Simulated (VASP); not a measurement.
Set up this calculation in VASP 6.6.1, as the native input.

```
Task                   : single point
Functional             : PBEsol
Potentials or basis    : VASP PAW PBE potentials, release 64 (Ti_sv, Al)
Cutoff                 : 520 eV
k mesh                 : 12 × 12 × 12
Occupations            : gaussian, width 0.15 eV
Spin                   : collinear spin
Starting moments       : [0.3, 0.3, 0.3, 0.0] μB
Fixed moment           : 0.9 μB
Dipole correction      : no
Further INCAR settings : ALGO = Fast; EDIFF = 1e-06; NBANDS = 32
```

The structure of Ti3Al lies in POSCAR:

```
Ti3Al
1.0
    0.0000000000      3.4375311292      3.4375311292
    3.4375311292      0.0000000000      3.4375311292
    3.4375311292      3.4375311292      0.0000000000
Ti Al
3 1
Direct
    0.7500000000      0.7500000000      0.7500000000
    0.2500000000      0.2500000000      0.2500000000
    0.0000000000      0.0000000000      0.0000000000
    0.5000000000      0.5000000000      0.5000000000
```

One way to write it, as run:

INCAR

```
SYSTEM = Ti3Al
PREC = Accurate ; ENCUT = 520
EDIFF = 1E-6 ; ISMEAR = 0
SIGMA = 0.15 ; LREAL = .False.
LASPH = .True. ; NELM = 150
ALGO = Fast ; ISIF = 2
LWAVE = .False. ; LCHARG = .False.
ISPIN = 2 ; MAGMOM = 0.3 0.3 0.3 0
LORBIT = 11 ; NUPDOWN = 0.9
LMAXMIX = 4 ; GGA = PS
NBANDS = 32
```

KPOINTS

```
Automatic mesh
0
Gamma
  12 12 12
  0 0 0
```

Potentials or basis: VASP PAW PBE potentials, release 64 (Ti_sv, Al).

Run with:

```bash
$ cat potpaw_PBE.64/Ti_sv/POTCAR potpaw_PBE.64/Al/POTCAR > POTCAR
$ mpirun -np 1 vasp_std > vasp.out
```

Results of the run:

```
Pressure                                              : -17.4 GPa
Net moment                                            : 0.90 μB per cell
Site moments                                          : Ti -0.01, +0.72 (each value once); Al -0.01 μB
Valence electrons inside the program's atomic spheres : Ti 10.08, 10.14 (each value once); Al 0.74
```

Caveat: the cell stands under tension; the PAW data sets were made with another functional, which shifts forces and pressure a little; the total moment is fixed, so each spin has its own Fermi level.

It took 7.7 min on 1 thread of Intel(R) Xeon(R) 6975P-C (Granite Rapids) (shared host), peak memory 0.42 GiB.
